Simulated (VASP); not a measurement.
Runs of VASP 6.6.1 on Bi. The structure is that of space group P4/mmm (No. 123), or close to it. The cells are those of the table. 

| task | cell | k mesh | cutoff (eV) | gap on the mesh (eV) | pressure (GPa) | relaxed volume (Å³/atom) |
| --- | --- | --- | --- | --- | --- | --- |
| relaxation of cell and atoms | relaxed from a = 3.196, b = 3.196, c = 3.480 Å, 1 atom | 6 × 6 × 6 | 600 | none | -0.1 | 35.28 |
| single point | a = 2.704, b = 2.704, c = 4.967 Å, 1 atom | 6 × 6 × 4 | 520 | none | (a) | - |
| relaxation of cell and atoms | relaxed from a = 2.704, b = 2.704, c = 4.967 Å, 1 atom | 6 × 6 × 4 | 600 | none | 0.1 | 35.52 |
| single point | a = 3.196, b = 3.196, c = 3.480 Å, 1 atom | 6 × 6 × 4 | 520 | none | 0.1 | - |

Alike in all rows: level PBE; potentials or basis VASP PAW PBE potentials, release 64 (Bi_d); no spin polarisation; smearing gaussian 0.1 eV.

**Question.** Estimate the missing entries.

**Answer.** (a) 27.0.

Caveats: some runs use coarse meshes; spin-orbit coupling is left out, which moves the levels of the heavy elements.

A k mesh can miss the band edges, and the runs leave out spin-orbit coupling on Bi.

A gap of «none» marks levels without a gap at the run's occupations.
